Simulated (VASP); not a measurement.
Runs of VASP 6.6.1 on MgS. It takes space group Fm-3m (No. 225, cubic). Conventional cell: a = 5.203 Å, b = 5.203 Å, c = 5.203 Å, α = 90.00°, β = 90.00°, γ = 90.00°. Mg (site symmetry m-3m) has 6 S at 2.60 Å within 3.4 Å. Within 3.4 Å of S (site symmetry m-3m) lie 6 Mg at 2.60 Å. 

```tsv
cell	gap on the mesh (eV)	pressure (GPa)
relaxed to 10 GPa from a = 3.679 Å, angles 60.0, 60.0, 90.0°, 2 atoms	(a)	10.0
relaxed to 4 GPa from a = 3.679 Å, angles 60.0, 60.0, 90.0°, 2 atoms	3.54	4.0
relaxed to 15 GPa from a = 3.679 Å, angles 60.0, 60.0, 90.0°, 2 atoms	3.73	15.0
relaxed to 7 GPa from a = 3.679 Å, angles 60.0, 60.0, 90.0°, 2 atoms	3.60	7.0
```

Alike in all rows: level r2SCAN; potentials or basis VASP PAW PBE potentials, release 64 (Mg, S); no spin polarisation; k mesh 8 × 8 × 8; smearing gaussian 0.01 eV.

Estimate the missing entries.

(a) 3.66.

Caveats: the cell is relaxed towards a set pressure, so the run minimises the enthalpy, not the energy; the PAW data sets were made with another functional, which shifts forces and pressure a little.

A k mesh can miss the band edges.
